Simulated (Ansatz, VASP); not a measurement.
# Two plane-wave programs on Zn

```xyz
3
Lattice="1.4672 0.8471 7.0908 -1.4672 0.8471 7.0908 0.0000 -1.6942 7.0908" Properties=species:S:1:pos:R:3 pbc="T T T"
Zn    0.0000    0.0000    0.0000
Zn    0.0000    0.0000    4.7272
Zn    0.0000    0.0000   16.5453
```

Alike in both runs: task single point; functional PBEsol; k mesh 9 × 9 × 9; occupations gaussian, width 0.1 eV; no spin polarisation.

|  | VASP | Ansatz |
| --- | --- | --- |
| version | VASP 6.6.1 | Ansatz 0.2.0 |
| potentials or method | VASP PAW PBE potentials, release 64 (Zn), cutoff 520 eV | scalar-relativistic, plane waves, PAW |
| valence electrons in the cell | 36 | 36 |

Ansatz gave:

* gap on the k mesh at the Fermi level (eV): none
* pressure (GPa): -11.0
* traceless stress, the component that is largest in VASP (GPa): -0.50
* rms of the force components (eV/Å): 0.005

Q: Which values does VASP return?

A: gap on the k mesh at the Fermi level (eV): none; pressure (GPa): -10.9; traceless stress, the component that is largest in VASP (GPa): -0.49; rms of the force components (eV/Å): 0.005.

VASP's potentials were made for PBE, not for PBEsol. Atom by atom the forces differ by 0.000 eV/Å (rms over components). A gap of «none» marks a metal or a gap that the smearing closes. The functional is the same, so the differences come from potentials, cutoffs and numerics.
